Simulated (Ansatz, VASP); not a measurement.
**One calculation of ZnS, two programs**

The input INCAR:

```
SYSTEM = ZnS
PREC = Accurate
ENCUT = 520
EDIFF = 1E-7
ISMEAR = 0
SIGMA = 0.1
LREAL = .FALSE.
LASPH = .TRUE.
NELM = 60
ALGO = Normal
ISIF = 2
LWAVE = .FALSE.
LCHARG = .FALSE.
GGA = PE
NBANDS = 26
```

Contents of KPOINTS:

```
Automatic mesh
0
G
  6 6 4
  0 0 0
```

The input POSCAR:

```
ZnS
1.0
    3.8109987000      0.0000000000      0.0000000000
   -1.9054993500      3.3004216900      0.0000000000
    0.0000000000      0.0000000000      6.2340002100
Zn S
2 2
Direct
    0.3333333300      0.6666666700      0.0000000000
    0.6666666700      0.3333333300      0.5000000000
    0.3333333300      0.6666666700      0.3849999900
    0.6666666700      0.3333333300      0.8849999900
```

Input for Ansatz:

```yaml
crystal:
  lattice:
    - [3.8109987, 0.0, 0.0]
    - [-1.90549935, 3.30042169, 0.0]
    - [0.0, 0.0, 6.23400021]
  atoms:
    - { symbol: Zn, position: [0.33333333, 0.66666667, 0.0] }
    - { symbol: Zn, position: [0.66666667, 0.33333333, 0.5] }
    - { symbol: S, position: [0.33333333, 0.66666667, 0.38499999] }
    - { symbol: S, position: [0.66666667, 0.33333333, 0.88499999] }
basis:
  ecutwfc: 420
kpoints:
  mp_grid: { grid: [6, 6, 4] }
hamiltonian:
  xc: pbe
scf:
  occupations: { method: gaussian, width: 0.1 }
  lower_state_search: "off"
output:
  forces: true
  stress: true
  eigenvalues: true
```

Alike in both runs: task single point; functional PBE; k mesh 6 × 6 × 4; occupations gaussian, width 0.1 eV; no spin polarisation.

|  | VASP | Ansatz |
| --- | --- | --- |
| version | VASP 6.6.1 | Ansatz 0.2.0 |
| potentials or method | VASP PAW PBE potentials, release 64 (Zn, S), cutoff 520 eV | scalar-relativistic, plane waves, PAW |
| valence electrons in the cell | 36 | 36 |

Ansatz gave:

* gap on the k mesh at the Fermi level (eV): 2.25
* least direct gap on the mesh (eV): 2.25
* pressure (GPa): 2.3
* traceless stress, the component that is largest in VASP (GPa): -1.37
* rms of the force components (eV/Å): 0.185

**Question.** Estimate VASP's values.

**Answer.** gap on the k mesh at the Fermi level (eV): 2.25; least direct gap on the mesh (eV): 2.25; pressure (GPa): 2.5; traceless stress, the component that is largest in VASP (GPa): -1.40; rms of the force components (eV/Å): 0.187.

Atom by atom the forces differ by 0.002 eV/Å (rms over components).
